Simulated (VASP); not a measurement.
# HfO2 (R3m) in VASP: single point with PBEsol

Aim: the single point of HfO2 with PBEsol.

All numbers are computed with VASP 6.6.1; they aren't measurements. Logs are shortened: lines on timing, memory, paths and dates and some standing lists are left out, and cuts for length are marked.

## (1) The cell of the first run

Symmetry: R3m, No. 160, trigonal system. Conventional cell: a = 7.200 Å, b = 7.200 Å, c = 9.150 Å, α = 90.00°, β = 90.00°, γ = 120.00°. Within 2.8 Å of Hf (site symmetry 3m) lie 8 O at 2.02 to 2.72 Å. Within 2.8 Å of Hf (site symmetry m) lie 8 O at 2.11 to 2.38 Å. Within 2.7 Å of O (site symmetry 3m) lie 4 Hf at 2.02 to 2.28 Å and 6 O at 2.58 to 2.63 Å. O (site symmetry m) has 4 Hf at 2.17 to 2.46 Å and 6 O at 2.57 to 2.65 Å within 2.9 Å. Within 2.7 Å of O (site symmetry m) lie 4 Hf at 2.02 to 2.38 Å and 6 O at 2.55 to 2.69 Å. Within 2.8 Å of O (site symmetry 3m) lie 4 Hf at 2.11 to 2.72 Å and 6 O at 2.55 to 2.69 Å.

## (2) Single point, PBEsol

File INCAR:

```
ALGO     = Normal         # electronic algorithm
EDIFF    = 1E-6           # SCF threshold, eV
ENCUT    = 520            # plane-wave cutoff, eV
GGA      = PS             # functional
ISIF     = 2              # what is computed and relaxed
ISMEAR   = 0              # smearing method
LASPH    = True           # aspherical terms in the spheres
LCHARG   = False          # write CHGCAR
LREAL    = False          # projectors in reciprocal space
LWAVE    = False          # write WAVECAR
NBANDS   = 56             # bands
NELM     = 60             # most SCF steps
PREC     = Accurate       # precision mode
SIGMA    = 0.01           # smearing width, eV
```

File KPOINTS:

```
k-points
0
Gamma
  4 4 4
```

File POSCAR:

```
HfO2
1.0
    5.1550308707      0.0638620462      0.0638620462
    0.0638620462      5.1550308707      0.0638620462
    0.0638620462      0.0638620462      5.1550308707
Hf O
4 8
Direct
    0.0150571971      0.0150571971      0.0150571971
    1.0017896209      0.5047021785      0.5047021785
    0.5047021785      1.0017896209      0.5047021785
    0.5047021785      0.5047021785      1.0017896209
    0.2363019604      0.2363019604      0.2363019604
    0.2878878144      0.2878878144      0.7285195551
    0.2878878144      0.7285195551      0.2878878144
    0.2282454733      0.7798661300      0.7798661300
    0.7285195551      0.2878878144      0.2878878144
    0.7798661300      0.2282454733      0.7798661300
    0.7798661300      0.7798661300      0.2282454733
    0.7181046731      0.7181046731      0.7181046731
```

Potentials or basis: VASP PAW PBE potentials, release 64 (Hf_pv, O).

Started as:

```bash
$ cat potpaw_PBE.64/Hf_pv/POTCAR potpaw_PBE.64/O/POTCAR > POTCAR
$ mpirun -np 1 vasp_std > vasp.out
```

OUTCAR:

```text
EDIFF = 1E-6
   ENCUT = 520
   GGA = PS
   ISIF = 2
   ISMEAR = 0
   LASPH = True
   LREAL = False
   NELM = 60
   PREC = Accurate

 ion  position               nearest neighbor table
   1  0.015  0.015  0.015-   8 2.02  10 2.02  11 2.02   5 2.02   9 2.46   7 2.46   6 2.46  12 2.72
                             4 3.60   4 3.60   2 3.60   2 3.60   3 3.60   3 3.60   4 3.61   2 3.61
   2  0.002  0.505  0.505-  12 2.11   7 2.17   6 2.17   9 2.17   5 2.28  11 2.29  10 2.29   8 2.38
                             3 3.58   4 3.58   1 3.60   1 3.60   1 3.61   3 3.62   4 3.62   4 3.69
   3  0.505  0.002  0.505-  12 2.11   9 2.17   6 2.17   7 2.17   5 2.28  11 2.29   8 2.29  10 2.38
                             2 3.58   4 3.58   1 3.60   1 3.60   1 3.61   4 3.62   2 3.62   2 3.69
   4  0.505  0.505  0.002-  12 2.11   9 2.17   7 2.17   6 2.17   5 2.28  10 2.29   8 2.29  11 2.38
                             2 3.58   3 3.58   1 3.60   1 3.60   1 3.61   3 3.62   2 3.62   3 3.69
   5  0.236  0.236  0.236-   1 2.02   2 2.28   3 2.28   4 2.28
   6  0.288  0.288  0.729-   2 2.17   3 2.17   4 2.17   1 2.46
   7  0.288  0.729  0.288-   2 2.17   4 2.17   3 2.17   1 2.46
   8  0.228  0.780  0.780-   1 2.02   3 2.29   4 2.29   2 2.38
   9  0.729  0.288  0.288-   3 2.17   4 2.17   2 2.17   1 2.46
  10  0.780  0.228  0.780-   1 2.02   2 2.29   4 2.29   3 2.38
  11  0.780  0.780  0.228-   1 2.02   2 2.29   3 2.29   4 2.38
  12  0.718  0.718  0.718-   2 2.11   3 2.11   4 2.11   1 2.72

  LATTYP: Found a trigonal (rhomboedric) cell.
 ALAT       =     5.1558219519
 COS(alpha) =     0.0249224114

  Lattice vectors:

 A1 = (   5.1550308707,   0.0638620462,   0.0638620462)
 A2 = (   0.0638620462,   5.1550308707,   0.0638620462)
 A3 = (   0.0638620462,   0.0638620462,   5.1550308707)

Analysis of symmetry for initial positions (statically):
=====================================================================
 Subroutine PRICEL returns:
 Original cell was already a primitive cell.

 Routine SETGRP: Setting up the symmetry group for a
 trigonal (rhombohedral) supercell.

 Subroutine GETGRP returns: Found  6 space group operations
 (whereof  6 operations were pure point group operations)
 out of a pool of 12 trial point group operations.

The static configuration has the point symmetry C_3v.

Analysis of symmetry for dynamics (positions and initial velocities):
=====================================================================
 Subroutine PRICEL returns:
 Original cell was already a primitive cell.

 Routine SETGRP: Setting up the symmetry group for a
 trigonal (rhombohedral) supercell.

 Subroutine GETGRP returns: Found  6 space group operations
 (whereof  6 operations were pure point group operations)
 out of a pool of 12 trial point group operations.

The dynamic configuration has the point symmetry C_3v.

 Subroutine INISYM returns: Found  6 space group operations
 (whereof  6 operations are pure point group operations),
 and found     1 'primitive' translations

----------------------------------------------------------------------------------------

                                     Primitive cell

  volume of cell :     136.9290

  direct lattice vectors                    reciprocal lattice vectors
     5.155030871  0.063862046  0.063862046     0.194044090 -0.002374460 -0.002374460
     0.063862046  5.155030871  0.063862046    -0.002374460  0.194044090 -0.002374460
     0.063862046  0.063862046  5.155030871    -0.002374460 -0.002374460  0.194044090

  length of vectors
     5.155821952  5.155821952  5.155821952     0.194073144  0.194073144  0.194073144

  position of ions in fractional coordinates (direct lattice)
     0.015057197  0.015057197  0.015057197
     0.001789621  0.504702178  0.504702178
     0.504702178  0.001789621  0.504702178
     0.504702178  0.504702178  0.001789621
     0.236301960  0.236301960  0.236301960
     0.287887814  0.287887814  0.728519555
     0.287887814  0.728519555  0.287887814
     0.228245473  0.779866130  0.779866130
     0.728519555  0.287887814  0.287887814
     0.779866130  0.228245473  0.779866130
     0.779866130  0.779866130  0.228245473
     0.718104673  0.718104673  0.718104673

[... 27 lines left out ...]
    -0.000593615  0.048511023 -0.000593615    -0.000000000  0.250000000 -0.000000000
    -0.000593615 -0.000593615  0.048511023    -0.000000000 -0.000000000  0.250000000

  Length of vectors
     0.048518286  0.048518286  0.048518286

  Shift w.r.t. Gamma in fractional coordinates (k-lattice)
     0.000000000  0.000000000  0.000000000

 Subroutine IBZKPT returns following result:
 ===========================================

 Found     13 irreducible k-points:

 Following reciprocal coordinates:
            Coordinates               Weight
  0.000000  0.000000  0.000000      1.000000
  0.250000 -0.000000 -0.000000      6.000000
  0.500000 -0.000000 -0.000000      3.000000
  0.250000  0.250000 -0.000000      6.000000
  0.500000  0.250000  0.000000     12.000000
 -0.250000  0.250000  0.000000      6.000000
  0.500000  0.500000 -0.000000      3.000000
  0.250000  0.250000  0.250000      2.000000
  0.500000  0.250000  0.250000      6.000000
 -0.250000  0.250000  0.250000      6.000000
  0.500000  0.500000  0.250000      6.000000
 -0.250000  0.500000  0.250000      6.000000
  0.500000  0.500000  0.500000      1.000000
   k-points           NKPTS =     13   k-points in BZ     NKDIM =     13   number of bands    NBANDS=     56
   number of dos      NEDOS =    301   number of ions     NIONS =     12
   total plane-waves  NPLWV =  64000
   dimension x,y,z NGX =    40 NGY =   40 NGZ =   40
   dimension x,y,z NGXF=    80 NGYF=   80 NGZF=   80
   ions per type =               4   8
   NGX,Y,Z   is equivalent  to a cutoff of  12.90, 12.90, 12.90 a.u.
   NGXF,Y,Z  is equivalent  to a cutoff of  25.80, 25.80, 25.80 a.u.
 SYSTEM =  unknown system
   PREC   = accura    normal or accurate (medium, high low for compatibility)
   ISTART =      0    job   : 0-new  1-cont  2-samecut
   ICHARG =      2    charge: 1-file 2-atom 10-const
   ISPIN  =      1    spin polarized calculation?
   LNONCOLLINEAR =      F non collinear calculations
   LSORBIT =      F    spin-orbit coupling
   LASPH  =      T    aspherical Exc in radial PAW
   ENCUT  =  520.0 eV  38.22 Ry    6.18 a.u.   9.59  9.59  9.59*2*pi/ulx,y,z
   NELM   =     60;   NELMIN=  2; NELMDL= -5     # of ELM steps
   EDIFF  = 0.1E-05   stopping-criterion for ELM
   LREAL  =      F    real-space projection
   EDIFFG = 0.1E-04   stopping-criterion for IOM
   NSW    =      0    number of steps for IOM
   IBRION =     -1    ionic relax: 0-MD 1-quasi-New 2-CG
   NFREE  =      0    steps in history (QN), initial steepest desc. (CG)
   ISIF   =      2    stress and relaxation
   ISYM   =      2    0-nonsym 1-usesym 2-fastsym
   POTIM  = 0.5000    time-step for ionic-motion
   TEBEG  =    0.0;   TEEND  =   0.0 temperature during run
   PSTRESS=    0.0 pullay stress
   NELECT =      88.0000    total number of electrons
   NUPDOWN=      -1.0000    fix difference up-down
   EMIN   =  10.00;   EMAX   =-10.00  energy-range for DOS
   EFERMI =   0.00;   METHOD = LEGACY
   ISMEAR =     0;   SIGMA  =   0.01  broadening in eV -4-tet -1-fermi 0-gaus
   EFERMI_NEDOS =   21; number of points for ismear=-14 and -15
   IALGO  =     38    algorithm
   IMIX   =      4    mixing-type and parameters
     AMIX     =   0.40;   BMIX     =  1.00
     AMIX_MAG =   1.60;   BMIX_MAG =  1.00
  volume/ion in A,a.u.               =      11.41        77.00
  Fermi-wavevector in a.u.,A,eV,Ry     =   1.412767  2.669743 27.156015  1.995911
  Thomas-Fermi vector in A             =   2.534482
   LORBIT       =      0    0 simple, 1 ext, 2 COOP (PROOUT), +10 PAW based schemes
   GGA     = PS    functional components
   LHFCALC =     F    Hartree Fock is set to
   AEXX    =    0.0000 exact exchange contribution
   IVDW    =     0    specifies the selected vdW correction
   LEPSILON=     F    determine dielectric tensor
   LRPA    =     F    only Hartree local field effects (RPA)
 non-spin polarized calculation
 Gauss-broadening in eV      SIGMA  =   0.01
  energy-cutoff  :      520.00
  volume of cell :      136.93
 maximum number of plane-waves:      3719
 NGX is ok and might be reduce to    40
   NGX = 19   NGY = 19   NGZ = 19

 number of electron      87.9999999 magnetization

 Free energy of the ion-electron system (eV)
  ---------------------------------------------------
  ext. energy  EPLUGINS =         0.00000000
  ---------------------------------------------------
  free energy    TOTEN  =      -126.34240229 eV

  energy without entropy =     -126.34240229  energy(sigma->0) =     -126.34240229

 E-fermi :   3.2036     XC(G=0): -11.8322

 val. band max:        3.0964863207   @ k =   0.5000  -0.0000  -0.0000
 cond. band min:       7.2288912369   @ k =   0.0000   0.0000   0.0000
 fundamental gap:      4.1324049161
 Fermi energy:         3.2036328620

 k-point     1 :       0.0000    0.0000    0.0000
  band No.  band energies     occupation
      1     -26.5272      2.00000
      2     -26.4679      2.00000
      3     -26.4679      2.00000
      4     -26.2974      2.00000
      5     -26.2974      2.00000
      6     -26.2674      2.00000
[... 756 lines left out ...]
     55      10.1635      0.00000
     56      10.2965      0.00000

------------------------ aborting loop because EDIFF is reached ----------------------------------------

  FORCE on cell =-STRESS in cart. coord.  units (eV):
  Direction    XX          YY          ZZ          XY          YZ          ZX
  --------------------------------------------------------------------------------------
  -------------------------------------------------------------------------------------
  Total      -11.4219691    -11.4219691    -11.4219691     -0.5319506     -0.5319506     -0.5319506
  in kB     -133.6460412   -133.6460412   -133.6460412     -6.2242412     -6.2242412     -6.2242412
  external PRESSURE =    -133.6460412 kB  Pullay stress =       0.0000000 kB

 VOLUME and BASIS-vectors are now :
 -----------------------------------------------------------------------------
  energy-cutoff  :      520.00
  volume of cell :      136.93
      direct lattice vectors                 reciprocal lattice vectors
     5.155030871  0.063862046  0.063862046     0.194044090 -0.002374460 -0.002374460
     0.063862046  5.155030871  0.063862046    -0.002374460  0.194044090 -0.002374460
     0.063862046  0.063862046  5.155030871    -0.002374460 -0.002374460  0.194044090

 POSITION                                       TOTAL-FORCE (eV/Angst)
 -----------------------------------------------------------------------------------
      0.07954      0.07954      0.07954         0.001711      0.001711      0.001711
      0.07369      2.63410      2.63410        -0.012619     -0.000930     -0.000930
      2.63410      0.07369      2.63410        -0.000930     -0.012619     -0.000930
      2.63410      2.63410      0.07369        -0.000930     -0.000930     -0.012619
      1.24833      1.24833      1.24833        -0.007711     -0.007711     -0.007711
      1.54898      1.54898      3.79231         0.003021      0.003021     -0.004947
      1.54898      3.79231      1.54898         0.003021     -0.004947      0.003021
      1.27622      4.08461      4.08461         0.002605      0.019878      0.019878
      3.79231      1.54898      1.54898        -0.004947      0.003021      0.003021
      4.08461      1.27622      4.08461         0.019878      0.002605      0.019878
      4.08461      4.08461      1.27622         0.019878      0.019878      0.002605
      3.79357      3.79357      3.79357        -0.022979     -0.022979     -0.022979
 -----------------------------------------------------------------------------------
    total drift:                               -0.001356     -0.001356     -0.001355

  FREE ENERGIE OF THE ION-ELECTRON SYSTEM (eV)
  ---------------------------------------------------
  free  energy   TOTEN  =      -126.3424022930 eV

  energy  without entropy=     -126.3424022930  energy(sigma->0) =     -126.34240229
```

It took 2.5 min on 1 thread of Intel Xeon 8259CL, shared host; peak memory 0.28 GiB.

What came out:

```
Free energy            : -126.3424 eV
Pressure               : -13.4 GPa
Largest force          : 0.040 eV/Å
Band gap on the k mesh : 4.13 eV (least direct gap 4.14 eV)
```

Forces in eV/Å, atoms in the order of the input:
```
Hf   0.002  0.002  0.002
Hf  -0.013 -0.001 -0.001
Hf  -0.001 -0.013 -0.001
Hf  -0.001 -0.001 -0.013
O   -0.008 -0.008 -0.008
O    0.003  0.003 -0.005
O    0.003 -0.005  0.003
O    0.003  0.020  0.020
O   -0.005  0.003  0.003
O    0.020  0.003  0.020
O    0.020  0.020  0.003
O   -0.023 -0.023 -0.023
```

Caveat: the cell stands under tension; the PAW data sets were made with another functional, which shifts forces and pressure a little; spin-orbit coupling is left out, which moves the levels of the heavy elements. A k mesh can miss the band edges.
